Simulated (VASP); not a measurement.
# CsBa in VASP: a series of runs, part 2 of 2

VASP 6.6.1.

## Step 4: Single point, PBE

This run uses another cell than the first one: it holds 4 atoms, not 2.

File INCAR:

```
PREC = Accurate
ENCUT = 520
EDIFF = 1E-7
ISMEAR = 0
SIGMA = 0.1
LREAL = False
LASPH = True
NELM = 80
ALGO = Fast
ISIF = 2
LWAVE = False
LCHARG = True
GGA = PE
LELF = True
LVHAR = True
NBANDS = 27
```

File KPOINTS:

```
Automatic mesh
0
Gamma
  4 4 4
```

File POSCAR:

```
CsBa
1.0
    6.3274090470      0.0000000000      0.0000000000
    0.0000000000      6.3274090470      0.0000000000
    0.0000000000      0.0000000000      7.7552292294
Cs Ba
2 2
Direct
    0.0000000000      0.5000000000      0.4988855764
    0.5000000000      0.0000000000      0.5011144236
    0.0000000000      0.0000000000      0.0000000000
    0.5000000000      0.5000000000      0.0000000000
```

Started as:

```
$ cat potpaw_PBE.64/Cs_sv/POTCAR potpaw_PBE.64/Ba_sv/POTCAR > POTCAR
$ mpirun -np 1 vasp_std > vasp.out
```

Run time: 1.8 min. Hardware: 1 thread of Intel Xeon 6975P-C (Granite Rapids), shared host; peak memory 0.42 GiB.

Results (log left out):

| Property | Result |
| --- | --- |
| Free energy | -4.7420 eV |
| Pressure | 0.3 GPa |
| Largest force | 0.005 eV/Å |
| Band gap on the k mesh | zero (bands 19 and 20 overlap by 0.83 eV) |

Forces in eV/Å, atoms in the order of the input:
```
Cs   0.000  0.000  0.005
Cs   0.000  0.000 -0.005
Ba   0.000  0.000  0.000
Ba   0.000  0.000  0.000
```

Stress tensor (GPa, compression positive):
```
0.34 0.00 0.00
0.00 0.34 0.00
0.00 0.00 0.20
```

Levels at points of the mesh, in eV from the Fermi level:
| k point | band 16 | band 17 | band 18 | band 19 | band 20 | band 21 | band 22 | band 23 |
| --- | --- | --- | --- | --- | --- | --- | --- | --- |
| (0.00, 0.00, 0.00) | -10.01 | -2.35 | -0.49 | -0.46 | -0.12 | 0.28 | 0.30 | 0.30 |
| (0.50, 0.00, 0.00) | -10.11 | -1.12 | -1.12 | 0.40 | 0.40 | 0.52 | 0.52 | 1.04 |
| (0.50, 0.50, 0.00) | -9.97 | -0.45 | -0.45 | -0.01 | -0.01 | 0.37 | 0.37 | 0.84 |
| (0.00, 0.00, 0.50) | -10.01 | -1.75 | -1.12 | -0.22 | 0.36 | 0.42 | 0.77 | 0.77 |
| (0.50, 0.00, 0.50) | -10.11 | -0.68 | -0.68 | -0.23 | -0.23 | 0.85 | 0.85 | 1.01 |
| (0.50, 0.50, 0.50) | -9.97 | -0.70 | -0.70 | -0.39 | -0.39 | 0.82 | 0.82 | 0.95 |

Caveat: spin-orbit coupling is left out, which moves the levels of the heavy elements.

## Step 5: Single point, PBE

This run uses another cell than the first one, of 82.50 Å³/atom.

File INCAR:

```
PREC = Accurate
ENCUT = 520
EDIFF = 1E-7
ISMEAR = 0
SIGMA = 0.1
LREAL = False
LASPH = True
NELM = 100
ALGO = Fast
ISIF = 2
LWAVE = False
LCHARG = False
GGA = PE
NBANDS = 16
```

File KPOINTS:

```
Automatic mesh
0
Gamma
  12 12 8
```

File POSCAR:

```
CsBa
1.0
    4.5881103363      0.0000000000      0.0000000000
    0.0000000000      4.5881103363      0.0000000000
    0.0000000000      0.0000000000      7.8383084182
Cs Ba
1 1
Direct
    0.5000000000      0.5000000000      0.5000000000
    0.0000000000      0.0000000000      0.0000000000
```

Started as:

```
$ cat potpaw_PBE.64/Cs_sv/POTCAR potpaw_PBE.64/Ba_sv/POTCAR > POTCAR
$ mpirun -np 1 vasp_std > vasp.out
```

Wall time 2.9 min (1 thread of Intel Xeon 6975P-C (Granite Rapids), shared host); peak memory 0.55 GiB.

It converged, with:

```
Free energy            : -2.3962 eV
Pressure               : 0.0 GPa
Band gap on the k mesh : zero (an odd number of electrons rules out a gap without spin polarisation)
```

Levels at points of the mesh, in eV from the Fermi level:
| k point | band 6 | band 7 | band 8 | band 9 | band 10 | band 11 | band 12 | band 13 | band 14 | band 15 |
| --- | --- | --- | --- | --- | --- | --- | --- | --- | --- | --- |
| (0.00, 0.00, 0.00) | -10.16 | -10.05 | -10.05 | -2.29 | -0.44 | 0.30 | 0.98 | 2.07 | 2.15 | 2.15 |
| (0.50, 0.00, 0.00) | -10.42 | -10.12 | -10.01 | -0.50 | -0.06 | 0.39 | 0.80 | 0.93 | 1.78 | 2.02 |
| (0.50, 0.50, 0.00) | -10.36 | -10.36 | -10.07 | -0.38 | -0.06 | 0.34 | 0.34 | 2.11 | 2.11 | 3.28 |
| (0.00, 0.00, 0.50) | -10.17 | -10.05 | -10.05 | -1.73 | -1.10 | 0.37 | 0.87 | 1.82 | 1.87 | 2.35 |
| (0.50, 0.00, 0.50) | -10.41 | -10.12 | -10.01 | -0.69 | -0.34 | 0.71 | 0.96 | 1.17 | 1.94 | 2.08 |
| (0.50, 0.50, 0.50) | -10.36 | -10.36 | -10.07 | -0.15 | 0.50 | 0.75 | 0.75 | 1.32 | 1.32 | 1.38 |

Caveat: spin-orbit coupling is left out, which moves the levels of the heavy elements.

## Step 6: Single point, PBE

This run uses another cell than the first one, of 82.50 Å³/atom.

File INCAR:

```
SYSTEM = CsBa
  PREC = Accurate
  ENCUT = 520
  EDIFF = 1E-6
  ISMEAR = 0
  SIGMA = 0.1
  LREAL = .False.
  LASPH = .True.
  NELM = 100
  ALGO = Fast
  ISIF = 2
  LWAVE = .False.
  LCHARG = .False.
  GGA = PE
  NBANDS = 16
```

File KPOINTS:

```
regular mesh
0
Gamma
  12 12 8
  0 0 0
```

POSCAR is that of step 5.

Potentials or basis: VASP PAW PBE potentials, release 64 (Cs_sv, Ba_sv).

Started as:

```
$ cat potpaw_PBE.64/Cs_sv/POTCAR potpaw_PBE.64/Ba_sv/POTCAR > POTCAR
$ mpirun -np 1 vasp_std > vasp.out
```

OUTCAR:

```text
SYSTEM = CsBa
   PREC = Accurate
   ENCUT = 520
   EDIFF = 1E-6
   ISMEAR = 0
   LREAL = .False.
   LASPH = .True.
   NELM = 100
   ISIF = 2
   GGA = PE

 ion  position               nearest neighbor table
   1  0.500  0.500  0.500-
   2  0.000  0.000  0.000-

  LATTYP: Found a simple tetragonal cell.
 ALAT       =     4.5881103363
 C/A-ratio  =     1.7083957978

  Lattice vectors:

 A1 = (   4.5881103363,   0.0000000000,   0.0000000000)
 A2 = (   0.0000000000,   4.5881103363,   0.0000000000)
 A3 = (   0.0000000000,   0.0000000000,   7.8383084182)

Analysis of symmetry for initial positions (statically):
=====================================================================
 Subroutine PRICEL returns:
 Original cell was already a primitive cell.

 Routine SETGRP: Setting up the symmetry group for a
 simple tetragonal supercell.

 Subroutine GETGRP returns: Found 16 space group operations
 (whereof 16 operations were pure point group operations)
 out of a pool of 16 trial point group operations.

The static configuration has the point symmetry D_4h.

[... 160 lines left out ...]
  energy without entropy =       -2.38169876  energy(sigma->0) =       -2.38896918

 E-fermi :   1.0650     XC(G=0):  -6.4613

 val. band max:        1.0623856923   @ k =   0.5000   0.2500   0.5000
 cond. band min:       1.0714679718   @ k =   0.5000   0.4167   0.1250
 fundamental gap:      0.0090822795
 Fermi energy:         1.0650349515

 k-point     1 :       0.0000    0.0000    0.0000
  band No.  band energies     occupation
      1     -28.5314      2.00000
      2     -22.2937      2.00000
      3     -13.7199      2.00000
      4     -13.5567      2.00000
      5     -13.5567      2.00000
      6      -9.0964      2.00000
[... 433 lines left out ...]
      3     -13.7073      2.00000
      4     -13.6878      2.00000
      5     -13.6726      2.00000
      6      -9.2859      2.00000
[... 8 lines left out ...]
     15       4.0710      0.00000
     16       4.2017      0.00000

 [... further k-points ...]

------------------------ aborting loop because EDIFF is reached ----------------------------------------

  FORCE on cell =-STRESS in cart. coord.  units (eV):
  Direction    XX          YY          ZZ          XY          YZ          ZX
  --------------------------------------------------------------------------------------
  -------------------------------------------------------------------------------------
  Total        0.0234681      0.0234681     -0.0046518      0.0000000     -0.0000000      0.0000000
  in kB        0.2278759      0.2278759     -0.0451690      0.0000000     -0.0000000      0.0000000
  external PRESSURE =       0.1368609 kB  Pullay stress =       0.0000000 kB

 VOLUME and BASIS-vectors are now :
 -----------------------------------------------------------------------------
  energy-cutoff  :      520.00
  volume of cell :      165.00
      direct lattice vectors                 reciprocal lattice vectors
     4.588110336  0.000000000  0.000000000     0.217954654  0.000000000  0.000000000
     0.000000000  4.588110336  0.000000000     0.000000000  0.217954654  0.000000000
     0.000000000  0.000000000  7.838308418     0.000000000  0.000000000  0.127578547

 POSITION                                       TOTAL-FORCE (eV/Angst)
 -----------------------------------------------------------------------------------
      2.29406      2.29406      3.91915         0.000000      0.000000      0.000000
      0.00000      0.00000      0.00000         0.000000      0.000000      0.000000
 -----------------------------------------------------------------------------------
    total drift:                                0.000000      0.000000      0.000000

  FREE ENERGIE OF THE ION-ELECTRON SYSTEM (eV)
  ---------------------------------------------------
  free  energy   TOTEN  =        -2.3962396079 eV

  energy  without entropy=       -2.3816987581  energy(sigma->0) =       -2.38896918
```

stdout:

```text
POSCAR found type information on POSCAR CsBa
 POSCAR found :  2 types and       2 ions
 scaLAPACK will be used
 LDA part: xc-table for (Slater+PW92), standard interpolation
 POSCAR, INCAR and KPOINTS ok, starting setup
 FFT: planning ... GRIDC
 FFT: planning ... GRID_SOFT
 FFT: planning ... GRID
 WAVECAR not read
 entering main loop
WARNING in EDDRMM: call to ZHEGV failed, returncode =   8  4     14
```

Wall time 2.7 min (1 thread of Intel Xeon 6975P-C (Granite Rapids), shared host); peak memory 0.55 GiB.

What came out:

```yaml
Free_energy: -2.3962 eV
Pressure: 0.0 GPa
Band_gap_on_the_k_mesh: zero (an odd number of electrons rules out a gap without spin polarisation)
```

Caveat: spin-orbit coupling is left out, which moves the levels of the heavy elements.

## Step 7: The runs side by side

| task | cell | k mesh | cutoff (eV) | gap on the mesh (eV) | pressure (GPa) |
| --- | --- | --- | --- | --- | --- |
| single point | a = 4.936, b = 4.936, c = 7.013 Å, 2 atoms, atomic positions A | 4 × 4 × 4 | 520 | none | -0.1 |
| relaxation of cell and atoms | relaxed from a = 4.049, b = 4.049, c = 5.307 Å, 2 atoms, atomic positions A | 4 × 4 × 4 | 600 | none | 0.0 |
| single point | a = 6.327, b = 6.327, c = 7.755 Å, 4 atoms, atomic positions B | 4 × 4 × 4 | 520 | none | 0.3 |
| single point | a = 4.588, b = 4.588, c = 7.838 Å, 2 atoms, atomic positions A | 12 × 12 × 8 | 520 | none | 0.0 |

Alike in all rows: level PBE; potentials or basis VASP PAW PBE potentials, release 64 (Cs_sv, Ba_sv); no spin polarisation; smearing gaussian 0.1 eV.

Caveats: some runs use coarse meshes; spin-orbit coupling is left out, which moves the levels of the heavy elements; the volume moved by over 15 % at a fixed basis, so the end points are rough (at least some runs).

Total energies depend on the potentials used, so only differences within one code and one set of settings carry meaning.
